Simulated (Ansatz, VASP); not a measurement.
# Two plane-wave programs on HfN

POSCAR

```
HfN
1.0
    0.0000000000      2.1544346900      2.1544346900
    2.1544346900      0.0000000000      2.1544346900
    2.1544346900      2.1544346900      0.0000000000
Hf N
1 1
Direct
    0.0000000000      0.0000000000      0.0000000000
    0.5000000000      0.5000000000      0.5000000000
```

Contents of INCAR.step1:

```
SYSTEM = HfN
PREC     = Accurate       ! precision mode
ENCUT    = 600            ! plane-wave cutoff, eV
ISMEAR   = -1             ! smearing method
SIGMA    = 0.1            ! smearing width, eV
LREAL    = .FALSE.        ! projectors in reciprocal space
LASPH    = .TRUE.         ! aspherical terms in the spheres
NELM     = 100            ! most SCF steps
GGA      = PE             ! functional
ALGO     = Normal         ! electronic algorithm
EDIFF    = 1E-4           ! SCF threshold, eV
LWAVE    = .TRUE.         ! write WAVECAR
LCHARG   = .FALSE.        ! write CHGCAR
```

The input INCAR.step2:

```
SYSTEM = HfN
PREC     = Accurate       ! precision mode
ENCUT    = 600            ! plane-wave cutoff, eV
EDIFF    = 1E-6           ! SCF threshold, eV
ISMEAR   = -1             ! smearing method
SIGMA    = 0.1            ! smearing width, eV
LREAL    = .FALSE.        ! projectors in reciprocal space
LASPH    = .TRUE.         ! aspherical terms in the spheres
NELM     = 100            ! most SCF steps
ALGO     = Normal         ! electronic algorithm
ISIF     = 3              ! what is computed and relaxed
LWAVE    = .FALSE.        ! write WAVECAR
LCHARG   = .FALSE.        ! write CHGCAR
METAGGA  = R2SCAN         ! meta-GGA
LMIXTAU  = .TRUE.       
IBRION   = 2              ! ionic algorithm
NSW      = 60             ! ionic steps
EDIFFG   = -0.005         ! ionic threshold
ISTART   = 1
```

Contents of KPOINTS:

```
regular mesh
0
G
  15 15 15
  0 0 0
```

Input for Ansatz:

```yaml
crystal:
  lattice:
    - [0.0, 2.15443469, 2.15443469]
    - [2.15443469, 0.0, 2.15443469]
    - [2.15443469, 2.15443469, 0.0]
  atoms:
    - { symbol: Hf, position: [0.0, 0.0, 0.0] }
    - { symbol: "N", position: [0.5, 0.5, 0.5] }
kpoints:
  mp_grid: { grid: [15, 15, 15] }
scf:
  occupations: { method: fermi_dirac, width: 0.1 }
hamiltonian:
  xc: r2scan
  pseudopotentials: { kind: paw }
output:
  forces: true
  stress: true
relax:
  f_tol: 0.005
  max_steps: 40
  cell: {}
```

Alike in both runs: task relaxation of cell and atoms; functional r2SCAN; k mesh 15 × 15 × 15; occupations fermi-dirac, width 0.1 eV; no spin polarisation.

|  | VASP | Ansatz |
| --- | --- | --- |
| version | VASP 6.6.1 | Ansatz 0.2.0 |
| potentials or method | VASP PAW PBE potentials, release 64 (Hf_pv, N) | PAW with Ansatz's default frozen-core files, scalar-relativistic |
| plane-wave cutoff (eV) | 600 | 500 |
| valence electrons in the cell | 15 | 31 |

```csv
,VASP,Ansatz,Ansatz less VASP
relaxed volume (Å³/atom),11.48,11.59,+0.104
relaxed length of the cell vector where the two differ most in proportion (Å),3.190,3.200,+0.0096
```

VASP's potentials were made for PBE, not for r2SCAN. VASP's potentials hold 15 valence electrons a cell and Ansatz's 31, so a difference there can come from the potentials and not from the codes.

Spin-orbit coupling is off throughout.
